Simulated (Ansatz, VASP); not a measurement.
**Ru in VASP and in Ansatz**

```
Ru
1.0
     2.64810    0.00000    0.00000
    -1.32405    3.52805    0.00000
     0.00000    0.00000   26.24346
Ru
2
Direct
  0.63100 0.26200 0.26260
  0.36900 0.73800 0.30897
```

Alike in both runs: functional PBE; k mesh 22 × 22 × 1; occupations gaussian, width 0.1 eV; no spin polarisation.

Ansatz relaxed the structure, and its values are those at the end. VASP's run is a single point on that final structure, the one shown.

|  | VASP | Ansatz |
| --- | --- | --- |
| version | VASP 6.6.1 | Ansatz 0.2.0 |
| potentials or method | VASP PAW PBE potentials, release 64 (Ru_pv), cutoff 520 eV | scalar-relativistic, plane waves, PAW |
| valence electrons in the cell | 28 | 32 |

|  | VASP | Ansatz | Ansatz less VASP |
| --- | --- | --- | --- |
| gap on the k mesh at the Fermi level (eV) | none | none | - |
| rms of the force components (eV/Å) | 0.089 | 0.005 | -0.0837 |

A gap of «none» marks a metal or a gap that the smearing closes. With one functional, cell and mesh, what is left measures potentials, basis and numerics. VASP's potentials hold 28 valence electrons a cell and Ansatz's 32, so a difference there can come from the potentials and not from the codes.
